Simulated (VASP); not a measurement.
# S (Pm-3m) in VASP: further runs

The runs below take S through single point, relaxation of cell and atoms, with PBE.

All numbers are computed with VASP 6.6.1; they aren't measurements. Logs are shortened: lines on timing, memory, paths and dates and some standing lists are left out, and cuts for length are marked.

## (1) The cell of the first run

It takes space group Pm-3m (No. 221, cubic). Conventional cell: a = 2.358 Å, b = 2.358 Å, c = 2.358 Å, α = 90.00°, β = 90.00°, γ = 90.00°. Within 3.1 Å of S (site symmetry m-3m) lie 6 S at 2.36 Å.

## (2) Single point, PBE

File INCAR:

```
PREC     = Accurate       # precision mode
ENCUT    = 520            # plane-wave cutoff, eV
EDIFF    = 1E-7           # SCF threshold, eV
ISMEAR   = -1             # smearing method
SIGMA    = 0.02           # smearing width, eV
LREAL    = F              # projectors in reciprocal space
LASPH    = T              # aspherical terms in the spheres
NELM     = 100            # most SCF steps
ALGO     = Normal         # electronic algorithm
ISIF     = 2              # what is computed and relaxed
LWAVE    = F              # write WAVECAR
LCHARG   = T              # write CHGCAR
GGA      = PE             # functional
LELF     = T              # ELF
LVHAR    = T            
NBANDS   = 9              # bands
```

File KPOINTS:

```
Automatic mesh
0
Gamma
  7 7 7
```

File POSCAR:

```
S
1.0
    2.3575496284      0.0000000000      0.0000000000
    0.0000000000      2.3575496284      0.0000000000
    0.0000000000      0.0000000000      2.3575496284
S
1
Direct
    0.0000000000      0.0000000000      0.0000000000
```

Potentials or basis: VASP PAW PBE potentials, release 64 (S).

Run with:

```
> cat potpaw_PBE.64/S/POTCAR > POTCAR
> mpirun -np 1 vasp_std > vasp.out
```

OUTCAR:

```text
PREC = Accurate
   ENCUT = 520
   EDIFF = 1E-7
   ISMEAR = -1
   LREAL = F
   LASPH = T
   NELM = 100
   ISIF = 2
   GGA = PE

 ion  position               nearest neighbor table
   1  0.000  0.000  0.000-

  LATTYP: Found a simple cubic cell.
 ALAT       =     2.3575496284

  Lattice vectors:

 A1 = (   2.3575496284,   0.0000000000,   0.0000000000)
 A2 = (   0.0000000000,   2.3575496284,   0.0000000000)
 A3 = (   0.0000000000,   0.0000000000,   2.3575496284)

Analysis of symmetry for initial positions (statically):
=====================================================================
 Subroutine PRICEL returns:
 Original cell was already a primitive cell.

 Routine SETGRP: Setting up the symmetry group for a
 simple cubic supercell.

 Subroutine GETGRP returns: Found 48 space group operations
 (whereof 48 operations were pure point group operations)
 out of a pool of 48 trial point group operations.

The static configuration has the point symmetry O_h .

Analysis of symmetry for dynamics (positions and initial velocities):
=====================================================================
 Subroutine PRICEL returns:
 Original cell was already a primitive cell.

 Routine SETGRP: Setting up the symmetry group for a
 simple cubic supercell.

 Subroutine GETGRP returns: Found 48 space group operations
 (whereof 48 operations were pure point group operations)
 out of a pool of 48 trial point group operations.

The dynamic configuration has the point symmetry O_h .

 Subroutine INISYM returns: Found 48 space group operations
 (whereof 48 operations are pure point group operations),
 and found     1 'primitive' translations

----------------------------------------------------------------------------------------

                                     Primitive cell

  volume of cell :      13.1034

  direct lattice vectors                    reciprocal lattice vectors
     2.357549628  0.000000000  0.000000000     0.424169226  0.000000000  0.000000000
     0.000000000  2.357549628  0.000000000     0.000000000  0.424169226  0.000000000
     0.000000000  0.000000000  2.357549628     0.000000000  0.000000000  0.424169226

  length of vectors
     2.357549628  2.357549628  2.357549628     0.424169226  0.424169226  0.424169226

  position of ions in fractional coordinates (direct lattice)
     0.000000000  0.000000000  0.000000000

  ion indices of the primitive-cell ions
   primitive index   ion index
                 1           1

----------------------------------------------------------------------------------------

 KPOINTS: Automatic mesh

Automatic generation of k-mesh.
 Grid dimensions read from file:
 generate k-points for:    7    7    7

 Generating k-lattice:

  Cartesian coordinates                     Fractional coordinates (reciprocal lattice)
     0.060595604  0.000000000  0.000000000     0.142857143  0.000000000  0.000000000
     0.000000000  0.060595604  0.000000000     0.000000000  0.142857143  0.000000000
     0.000000000  0.000000000  0.060595604     0.000000000  0.000000000  0.142857143

  Length of vectors
     0.060595604  0.060595604  0.060595604

  Shift w.r.t. Gamma in fractional coordinates (k-lattice)
     0.000000000  0.000000000  0.000000000

 Subroutine IBZKPT returns following result:
 ===========================================

 Found     20 irreducible k-points:

 Following reciprocal coordinates:
            Coordinates               Weight
  0.000000  0.000000  0.000000      1.000000
  0.142857  0.000000  0.000000      6.000000
  0.285714  0.000000  0.000000      6.000000
  0.428571  0.000000  0.000000      6.000000
  0.142857  0.142857  0.000000     12.000000
  0.285714  0.142857  0.000000     24.000000
[... 12 lines left out ...]
  0.428571  0.428571  0.285714     24.000000
  0.428571  0.428571  0.428571      8.000000
   k-points           NKPTS =     20   k-points in BZ     NKDIM =     20   number of bands    NBANDS=      9
   number of dos      NEDOS =    301   number of ions     NIONS =      1
   total plane-waves  NPLWV =   5832
   dimension x,y,z NGX =    18 NGY =   18 NGZ =   18
   dimension x,y,z NGXF=    36 NGYF=   36 NGZF=   36
   ions per type =               1
   NGX,Y,Z   is equivalent  to a cutoff of  12.69, 12.69, 12.69 a.u.
   NGXF,Y,Z  is equivalent  to a cutoff of  25.39, 25.39, 25.39 a.u.
 SYSTEM =  unknown system
   PREC   = accura    normal or accurate (medium, high low for compatibility)
   ISTART =      0    job   : 0-new  1-cont  2-samecut
   ICHARG =      2    charge: 1-file 2-atom 10-const
   ISPIN  =      1    spin polarized calculation?
   LNONCOLLINEAR =      F non collinear calculations
   LSORBIT =      F    spin-orbit coupling
   LASPH  =      T    aspherical Exc in radial PAW
   ENCUT  =  520.0 eV  38.22 Ry    6.18 a.u.   4.38  4.38  4.38*2*pi/ulx,y,z
   NELM   =    100;   NELMIN=  2; NELMDL= -5     # of ELM steps
   EDIFF  = 0.1E-06   stopping-criterion for ELM
   LREAL  =      F    real-space projection
   EDIFFG = 0.1E-05   stopping-criterion for IOM
   NSW    =      0    number of steps for IOM
   IBRION =     -1    ionic relax: 0-MD 1-quasi-New 2-CG
   NFREE  =      0    steps in history (QN), initial steepest desc. (CG)
   ISIF   =      2    stress and relaxation
   ISYM   =      2    0-nonsym 1-usesym 2-fastsym
   POTIM  = 0.5000    time-step for ionic-motion
   TEBEG  =    0.0;   TEEND  =   0.0 temperature during run
   PSTRESS=    0.0 pullay stress
   NELECT =       6.0000    total number of electrons
   NUPDOWN=      -1.0000    fix difference up-down
   EMIN   =  10.00;   EMAX   =-10.00  energy-range for DOS
   EFERMI =   0.00;   METHOD = LEGACY
   ISMEAR =    -1;   SIGMA  =   0.02  broadening in eV -4-tet -1-fermi 0-gaus
   EFERMI_NEDOS =   21; number of points for ismear=-14 and -15
   IALGO  =     38    algorithm
   IMIX   =      4    mixing-type and parameters
     AMIX     =   0.40;   BMIX     =  1.00
     AMIX_MAG =   1.60;   BMIX_MAG =  1.00
  volume/ion in A,a.u.               =      13.10        88.43
  Fermi-wavevector in a.u.,A,eV,Ry     =   1.261821  2.384496 21.663089  1.592192
  Thomas-Fermi vector in A             =   2.395261
   LORBIT       =      0    0 simple, 1 ext, 2 COOP (PROOUT), +10 PAW based schemes
   GGA     = PE    functional components
   LHFCALC =     F    Hartree Fock is set to
   AEXX    =    0.0000 exact exchange contribution
   IVDW    =     0    specifies the selected vdW correction
   LEPSILON=     F    determine dielectric tensor
   LRPA    =     F    only Hartree local field effects (RPA)
 non-spin polarized calculation
  energy-cutoff  :      520.00
  volume of cell :       13.10
 maximum number of plane-waves:       365
 NGX is ok and might be reduce to    18
   NGX =  9   NGY =  9   NGZ =  9

 number of electron       6.0000003 magnetization

 Free energy of the ion-electron system (eV)
  ---------------------------------------------------
  ext. energy  EPLUGINS =         0.00000000
  ---------------------------------------------------
  free energy    TOTEN  =        -3.07970429 eV

  energy without entropy =       -3.07905763  energy(sigma->0) =       -3.07938096

 E-fermi :  11.5122     XC(G=0): -11.8587

 val. band max:       11.0661519343   @ k =   0.2857   0.1429   0.0000
 cond. band min:      11.5122180824   @ k =   0.1429   0.1429   0.1429
 fundamental gap:      0.4460661481
 Fermi energy:        11.5122180812

 k-point     1 :       0.0000    0.0000    0.0000
  band No.  band energies     occupation
      1      -8.7722      2.00000
      2      13.4818      0.00000
      3      13.4818      0.00000
      4      13.4818      0.00000
      5      17.6470      0.00000
      6      17.6470      0.00000
      7      24.0564      0.00000
      8      35.6529      0.00000
      9      35.6529      0.00000

 k-point     2 :       0.1429    0.0000    0.0000
  band No.  band energies     occupation
      1      -8.3018      2.00000
      2       9.5276      2.00000
      3      13.8212      0.00000
      4      13.8212      0.00000
      5      18.0202      0.00000
      6      20.9288      0.00000
      7      25.7757      0.00000
      8      32.8046      0.00000
      9      32.8046      0.00000

 k-point     3 :       0.2857    0.0000    0.0000
  band No.  band energies     occupation
      1      -6.9516      2.00000
      2       4.6758      2.00000
      3      14.7266      0.00000
      4      14.7266      0.00000
      5      19.0045      0.00000
      6      23.6351      0.00000
      7      28.7027      0.00000
      8      28.7027      0.00000
      9      29.7808      0.00000

 k-point     4 :       0.4286    0.0000    0.0000
  band No.  band energies     occupation
      1      -5.1485      2.00000
      2       1.0454      2.00000
      3      15.6935      0.00000
      4      15.6935      0.00000
      5      20.0296      0.00000
      6      25.9832      0.00000
      7      25.9832      0.00000
      8      26.2239      0.00000
      9      29.0825      0.00000

 k-point     5 :       0.1429    0.1429    0.0000
  band No.  band energies     occupation
      1      -7.8318      2.00000
      2       9.4742      2.00000
      3      10.4308      2.00000
      4      14.1577      0.00000
      5      19.8371      0.00000
      6      23.3489      0.00000
      7      26.1772      0.00000
      8      30.2966      0.00000
      9      32.8955      0.00000

 k-point     6 :       0.2857    0.1429    0.0000
  band No.  band energies     occupation
      1      -6.4826      2.00000
      2       5.0709      2.00000
      3      11.0662      2.00000
      4      15.0543      0.00000
      5      21.1225      0.00000
      6      23.9301      0.00000
      7      26.8597      0.00000
      8      29.0376      0.00000
      9      31.2833      0.00000
[... 121 lines left out ...]
 k-point    17 :       0.2857    0.2857    0.2857
  band No.  band energies     occupation
      1      -3.3217      2.00000
      2       7.1375      2.00000
      3       7.1375      2.00000
      4       9.3674      2.00000
      5      20.3513      0.00000
      6      21.4502      0.00000
      7      21.4502      0.00000
      8      32.9020      0.00000
      9      32.9020      0.00000

 k-point    18 :       0.4286    0.2857    0.2857
  band No.  band energies     occupation
      1      -1.4918      2.00000
      2       4.1347      2.00000
      3       8.2714      2.00000
      4      10.2853      2.00000
      5      17.4192      0.00000
      6      18.3780      0.00000
      7      22.4398      0.00000
      8      31.7763      0.00000
      9      33.6282      0.00000

 k-point    19 :       0.4286    0.4286    0.2857
  band No.  band energies     occupation
      1       0.4069      2.00000
      2       5.2456      2.00000
      3       5.6789      2.00000
      4      10.7319      2.00000
      5      14.5928      0.00000
      6      19.3071      0.00000
      7      19.4512      0.00000
      8      28.3202      0.00000
      9      35.9033      0.00000

 k-point    20 :       0.4286    0.4286    0.4286
  band No.  band energies     occupation
      1       2.4041      2.00000
      2       6.4111      2.00000
      3       6.4111      2.00000
      4       7.6678      2.00000
      5      15.9624      0.00000
      6      16.3307      0.00000
      7      16.3307      0.00000
      8      24.6287      0.00000
      9      41.3785      0.00000

------------------------ aborting loop because EDIFF is reached ----------------------------------------

  FORCE on cell =-STRESS in cart. coord.  units (eV):
  Direction    XX          YY          ZZ          XY          YZ          ZX
  --------------------------------------------------------------------------------------
  -------------------------------------------------------------------------------------
  Total        3.2402469      3.2402469      3.2402469     -0.0000000     -0.0000000      0.0000000
  in kB      396.1924127    396.1924127    396.1924127     -0.0000000     -0.0000000      0.0000000
  external PRESSURE =     396.1924127 kB  Pullay stress =       0.0000000 kB

 VOLUME and BASIS-vectors are now :
 -----------------------------------------------------------------------------
  energy-cutoff  :      520.00
  volume of cell :       13.10
      direct lattice vectors                 reciprocal lattice vectors
     2.357549628  0.000000000  0.000000000     0.424169226  0.000000000  0.000000000
     0.000000000  2.357549628  0.000000000     0.000000000  0.424169226  0.000000000
     0.000000000  0.000000000  2.357549628     0.000000000  0.000000000  0.424169226

 POSITION                                       TOTAL-FORCE (eV/Angst)
 -----------------------------------------------------------------------------------
      0.00000      0.00000      0.00000         0.000000      0.000000      0.000000
 -----------------------------------------------------------------------------------
    total drift:                               -0.000000      0.000000     -0.000000

  FREE ENERGIE OF THE ION-ELECTRON SYSTEM (eV)
  ---------------------------------------------------
  free  energy   TOTEN  =        -3.0797042949 eV

  energy  without entropy=       -3.0790576267  energy(sigma->0) =       -3.07938096
```

Run time: 1.4 s. Hardware: 1 thread of Intel Xeon 6975P-C (Granite Rapids), shared host; peak memory 0.11 GiB.

What came out:

| Quantity | Value |
| --- | --- |
| Free energy | -3.0797 eV |
| Pressure | 39.6 GPa |
| Band gap on the k mesh | zero (band 3 reaches 15.69 eV, above the bottom of band 4 at 7.67 eV) |

Levels at points of the mesh, in eV from the Fermi level:
```csv
k point,band 1,band 2,band 3,band 4,band 5,band 6,band 7
"(0.00, 0.00, 0.00)",-20.28,1.97,1.97,1.97,6.13,6.13,12.54
```

Caveat: the k points lie up to 0.38 Å⁻¹ apart.

## (3) Single point, PBE

This run uses another cell than the first one, of 12.15 Å³/atom, 0.928 times its volume.

File INCAR:

```
PREC = Accurate ; ENCUT = 520
EDIFF = 1E-6 ; ISMEAR = -1
SIGMA = 0.02 ; LREAL = False
LASPH = True ; NELM = 80
ALGO = Normal ; ISIF = 2
LWAVE = False ; LCHARG = True
GGA = PE ; LELF = True
LVHAR = True ; NBANDS = 9
```

KPOINTS is that of step 2.

File POSCAR:

```
S
1.0
    2.2991903398      0.0000000000      0.0000000000
    0.0000000000      2.2991903398      0.0000000000
    0.0000000000      0.0000000000      2.2991903398
S
1
Direct
    0.0000000000      0.0000000000      0.0000000000
```

Potentials or basis: VASP PAW PBE potentials, release 64 (S).

Run with:

```
> cat potpaw_PBE.64/S/POTCAR > POTCAR
> mpirun -np 1 vasp_std > vasp.out
```

It took 1.3 s on 1 thread of Intel Xeon 6975P-C (Granite Rapids), shared host; peak memory 0.11 GiB.

The run converged. Its results:

```
Free energy            : -2.7885 eV
Pressure               : 59.5 GPa
Band gap on the k mesh : zero (band 3 reaches 17.58 eV, above the bottom of band 4 at 9.21 eV)
```

Levels at points of the mesh, in eV from the Fermi level:
| k point | band 1 | band 2 | band 3 | band 4 | band 5 | band 6 | band 7 | band 8 |
| --- | --- | --- | --- | --- | --- | --- | --- | --- |
| (0.00, 0.00, 0.00) | -21.45 | 2.05 | 2.05 | 2.05 | 5.64 | 5.64 | 13.17 | 24.86 |

Caveat: the k points lie up to 0.39 Å⁻¹ apart.

[end of part 1 of 2]
